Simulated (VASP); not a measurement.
# Te (P3_121) in VASP: further runs, part 2 of 2

VASP 6.6.1. The steps go on from the part before.

## Step 4: Single point, PBE

This run uses another cell than the first one, of 36.69 Å³/atom, 1.060 times its volume.

Input file INCAR:

```
PREC = Accurate
ENCUT = 520
EDIFF = 1E-6
ISMEAR = -1
SIGMA = 0.05
LREAL = F
LASPH = T
NELM = 100
ALGO = Normal
ISIF = 2
LWAVE = F
LCHARG = F
GGA = PE
NBANDS = 16
```

Input file KPOINTS:

```
Automatic mesh
0
Gamma
  6 6 4
```

Input file POSCAR:

```
Te
1.0
    4.6321600000      0.0000000000      0.0000000000
   -2.3160800000      4.0115682344      0.0000000000
    0.0000000000      0.0000000000      5.9240000000
Te
3
Direct
    0.7403268369      0.7403268369      0.0000000000
    0.0000000000      0.2596731631      0.6666666667
    0.2596731631      0.0000000000      0.3333333333
```

Potentials or basis: VASP PAW PBE potentials, release 64 (Te).

Run with:

```console
cat potpaw_PBE.64/Te/POTCAR > POTCAR
mpirun -np 1 vasp_std > vasp.out
```

OUTCAR:

```text
PREC = Accurate
   ENCUT = 520
   EDIFF = 1E-6
   ISMEAR = -1
   LREAL = F
   LASPH = T
   NELM = 100
   ISIF = 2
   GGA = PE

 ion  position               nearest neighbor table
   1  0.740  0.740  0.000-   3 2.87   2 2.87   3 3.60   2 3.60   2 3.60   3 3.60
   2  0.000  0.260  0.667-   1 2.87   3 2.87   1 3.60   1 3.60   3 3.60   3 3.60
   3  0.260  0.000  0.333-   1 2.87   2 2.87   1 3.60   1 3.60   2 3.60   2 3.60

  LATTYP: Found a hexagonal cell.
 ALAT       =     4.6321600000
 C/A-ratio  =     1.2788850126

  Lattice vectors:

 A1 = (   4.6321600000,   0.0000000000,   0.0000000000)
 A2 = (  -2.3160800000,   4.0115682344,   0.0000000000)
 A3 = (   0.0000000000,   0.0000000000,   5.9240000000)

Analysis of symmetry for initial positions (statically):
=====================================================================
 Subroutine PRICEL returns:
 Original cell was already a primitive cell.

 Routine SETGRP: Setting up the symmetry group for a
 hexagonal supercell.

 Subroutine GETGRP returns: Found  6 space group operations
 (whereof  2 operations were pure point group operations)
 out of a pool of 24 trial point group operations.

The static configuration has the point symmetry C_2 .
 The point group associated with its full space group is D_3 .

Analysis of symmetry for dynamics (positions and initial velocities):
=====================================================================
 Subroutine PRICEL returns:
 Original cell was already a primitive cell.

 Routine SETGRP: Setting up the symmetry group for a
 hexagonal supercell.

 Subroutine GETGRP returns: Found  6 space group operations
 (whereof  2 operations were pure point group operations)
 out of a pool of 24 trial point group operations.

The dynamic configuration has the point symmetry C_2 .
 The point group associated with its full space group is D_3 .

 Subroutine INISYM returns: Found  6 space group operations
 (whereof  2 operations are pure point group operations),
 and found     1 'primitive' translations

[... 116 lines left out ...]
  volume/ion in A,a.u.               =      36.69       247.62
  Fermi-wavevector in a.u.,A,eV,Ry     =   0.895216  1.691714 10.903880  0.801413
  Thomas-Fermi vector in A             =   2.017520
   LORBIT       =      0    0 simple, 1 ext, 2 COOP (PROOUT), +10 PAW based schemes
   GGA     = PE    functional components
   LHFCALC =     F    Hartree Fock is set to
   AEXX    =    0.0000 exact exchange contribution
   IVDW    =     0    specifies the selected vdW correction
   LEPSILON=     F    determine dielectric tensor
   LRPA    =     F    only Hartree local field effects (RPA)
 non-spin polarized calculation
  energy-cutoff  :      520.00
  volume of cell :      110.08
 maximum number of plane-waves:      2986
 NGX is ok and might be reduce to    36
   NGX = 17   NGY = 17   NGZ = 23

 number of electron      17.9999999 magnetization

 Free energy of the ion-electron system (eV)
  ---------------------------------------------------
  ext. energy  EPLUGINS =         0.00000000
  ---------------------------------------------------
  free energy    TOTEN  =        -9.41842311 eV

  energy without entropy =       -9.41788650  energy(sigma->0) =       -9.41815481

 E-fermi :   5.1683     XC(G=0):  -8.7048

 val. band max:        4.9631648202   @ k =   0.3333   0.3333   0.5000
 cond. band min:       5.3277597165   @ k =   0.3333   0.3333   0.5000
 fundamental gap:      0.3645948963
 Fermi energy:         5.1682556698

 k-point     1 :       0.0000    0.0000    0.0000
  band No.  band energies     occupation
      1      -8.1921      2.00000
      2      -5.0902      2.00000
      3      -5.0902      2.00000
      4       2.0017      2.00000
      5       2.2038      2.00000
      6       2.2038      2.00000
[... 433 lines left out ...]
      3      -4.7634      2.00000
      4       0.2155      2.00000
      5       0.4631      2.00000
      6       0.4631      2.00000
[... 8 lines left out ...]
     15      11.6124      0.00000
     16      11.8810      0.00000

------------------------ aborting loop because EDIFF is reached ----------------------------------------

  FORCE on cell =-STRESS in cart. coord.  units (eV):
  Direction    XX          YY          ZZ          XY          YZ          ZX
  --------------------------------------------------------------------------------------
  -------------------------------------------------------------------------------------
  Total       -0.3682550     -0.3682550     -0.3067303     -0.0000000      0.0000000      0.0000000
  in kB       -5.3597734     -5.3597734     -4.4643115     -0.0000000      0.0000000      0.0000000
  external PRESSURE =      -5.0612861 kB  Pullay stress =       0.0000000 kB

 VOLUME and BASIS-vectors are now :
 -----------------------------------------------------------------------------
  energy-cutoff  :      520.00
  volume of cell :      110.08
      direct lattice vectors                 reciprocal lattice vectors
     4.632160000  0.000000000  0.000000000     0.215882008  0.124639535  0.000000000
    -2.316080000  4.011568234  0.000000000     0.000000000  0.249279070  0.000000000
     0.000000000  0.000000000  5.924000000     0.000000000  0.000000000  0.168804862

 POSITION                                       TOTAL-FORCE (eV/Angst)
 -----------------------------------------------------------------------------------
      1.71466      2.96987      0.00000        -0.006190     -0.010721      0.000000
     -0.60142      1.04170      3.94933        -0.006190      0.010721      0.000000
      1.20285      0.00000      1.97467         0.012380     -0.000000      0.000000
 -----------------------------------------------------------------------------------
    total drift:                               -0.000000     -0.000000      0.000000

  FREE ENERGIE OF THE ION-ELECTRON SYSTEM (eV)
  ---------------------------------------------------
  free  energy   TOTEN  =        -9.4184231070 eV

  energy  without entropy=       -9.4178865031  energy(sigma->0) =       -9.41815481
```

stdout:

```text
POSCAR found type information on POSCAR Te
 POSCAR found :  1 types and       3 ions
 scaLAPACK will be used
 LDA part: xc-table for (Slater+PW92), standard interpolation
 POSCAR, INCAR and KPOINTS ok, starting setup
 FFT: planning ... GRIDC
 FFT: planning ... GRID_SOFT
 FFT: planning ... GRID
 WAVECAR not read
 entering main loop
```

It took 30 s on 1 thread of Intel Xeon 6975P-C, shared host; peak memory 0.24 GiB.

Results:

```yaml
Free_energy: -9.4184 eV
Pressure: -0.5 GPa
Largest_force: 0.012 eV/Å
Band_gap_on_the_k_mesh: 0.36 eV, direct
```

Forces on the atoms (eV/Å):
```
Te  -0.006 -0.011  0.000
Te  -0.006  0.011  0.000
Te   0.012  0.000  0.000
```

Levels at points of the mesh, in eV from the valence-band top:
| k point | band 7 | band 8 | band 9 | band 10 | band 11 | band 12 |
| --- | --- | --- | --- | --- | --- | --- |
| (0.00, 0.00, 0.00) | -1.53 | -1.53 | -0.62 | 1.07 | 1.07 | 1.55 |
| (0.50, 0.00, 0.00) | -2.99 | -1.03 | -0.78 | 1.04 | 1.15 | 3.41 |
| (0.00, 0.00, 0.50) | -1.18 | -1.06 | -1.06 | 0.60 | 0.60 | 0.66 |
| (0.50, 0.00, 0.50) | -2.10 | -1.73 | -0.06 | 1.01 | 1.98 | 2.43 |

Caveat: spin-orbit coupling is left out, which moves the levels of the heavy elements. A k mesh can miss the band edges.

## Step 5: Relaxation of the atoms, PBE

This run uses another cell than the first one, of 31.27 Å³/atom, 0.903 times its volume.

Input file INCAR:

```
SYSTEM = Te
PREC     = Accurate       ! precision mode
ENCUT    = 520            ! plane-wave cutoff, eV
EDIFF    = 1E-6           ! SCF threshold, eV
ISMEAR   = -1             ! smearing method
SIGMA    = 0.05           ! smearing width, eV
LREAL    = .False.        ! projectors in reciprocal space
LASPH    = .True.         ! aspherical terms in the spheres
NELM     = 60             ! most SCF steps
ALGO     = Normal         ! electronic algorithm
ISIF     = 2              ! what is computed and relaxed
LWAVE    = .False.        ! write WAVECAR
LCHARG   = .False.        ! write CHGCAR
GGA      = PE             ! functional
IBRION   = 2              ! ionic algorithm
NSW      = 60             ! ionic steps
EDIFFG   = -0.01          ! ionic threshold
```

Input file KPOINTS:

```
regular mesh
0
Gamma
  6 6 4
  0 0 0
```

Input file POSCAR:

```
Te
1.0
    4.2758400000      0.0000000000      0.0000000000
   -2.1379200000      3.7029860626      0.0000000000
    0.0000000000      0.0000000000      5.9240000000
Te
3
Direct
    0.7310000000      0.7310000000      0.0000000000
    0.0000000000      0.2690000000      0.6666666667
    0.2690000000      0.0000000000      0.3333333333
```

Run with:

```console
cat potpaw_PBE.64/Te/POTCAR > POTCAR
mpirun -np 1 vasp_std > vasp.out
```

Wall time 44 s (1 thread of Intel Xeon 6975P-C, shared host); peak memory 0.22 GiB.

Results (log left out):

| Property | Result |
| --- | --- |
| Free energy | -9.3177 eV |
| Energy gained by relaxing | 20.8 meV/atom |
| Ionic steps | 4 |
| Pressure after relaxing | 3.7 GPa |
| Largest force after relaxing | 0.004 eV/Å |

Forces in eV/Å, atoms in the order of the input:
```
Te   0.002  0.003  0.000
Te   0.002 -0.003  0.000
Te  -0.004  0.000  0.000
```

Stress tensor (GPa, compression positive):
```
3.56 0.00 0.00
0.00 3.56 0.00
0.00 0.00 4.12
```

Step by step:
| step | energy change (eV) | largest force (eV/Å) | pressure (GPa) |
| --- | --- | --- | --- |
| 1 | 0.0000 | 0.5512 | 5.73 |
| 2 | -0.0354 | 0.3424 | 4.99 |
| 3 | -0.0622 | 0.0195 | 3.69 |
| 4 | -0.0623 | 0.0039 | 3.74 |

Final structure:
```
Te
1.0
     4.27584    0.00000    0.00000
    -2.13792    3.70299    0.00000
     0.00000    0.00000    5.92400
Te
3
Direct
  0.71148 0.71148 0.00000
  0.00000 0.28852 0.66667
  0.28852 0.00000 0.33333
```

Levels at points of the mesh, in eV from the Fermi level:
```
           k point  band 5  band 6  band 7  band 8  band 9  band 10  band 11  band 12  band 13
(0.00, 0.00, 0.00)   -2.64   -2.64   -1.90   -1.90   -1.32     0.96     0.96     1.66     4.76
(0.50, 0.00, 0.00)   -4.83   -4.24   -4.09   -0.87   -0.76     0.45     0.48     2.27     3.82
(0.00, 0.00, 0.50)   -2.78   -2.78   -1.35   -0.90   -0.90     0.12     0.24     0.24     3.53
(0.50, 0.00, 0.50)   -3.79   -3.77   -2.95   -2.70   -0.38     0.25     2.04     2.67     4.14
```

Caveat: spin-orbit coupling is left out, which moves the levels of the heavy elements.

## Step 6: Summary

```tsv
task	cell	gap on the mesh (eV)	pressure (GPa)	largest force (eV/Å)
single point	a = 4.499, b = 4.499, c = 5.924 Å, angles 90.0, 90.0, 120.0°, 3 atoms	0.22	0.4	0.01
single point	a = 4.543, b = 4.543, c = 5.924 Å, angles 90.0, 90.0, 120.0°, 3 atoms	0.27	0.1	0.01
single point	a = 4.632, b = 4.632, c = 5.924 Å, angles 90.0, 90.0, 120.0°, 3 atoms	0.36	-0.5	0.01
relaxation of the atoms	atoms relaxed from a = 4.276, b = 4.276, c = 5.924 Å, angles 90.0, 90.0, 120.0°, 3 atoms	-	3.7	-
```

Alike in all rows: level PBE; potentials or basis VASP PAW PBE potentials, release 64 (Te); no spin polarisation; k mesh 6 × 6 × 4; cutoff (eV) 520; smearing fermi-dirac 0.05 eV.

Caveats: spin-orbit coupling is left out, which moves the levels of the heavy elements.

Absolute energies hang on the potentials; compare differences alone.
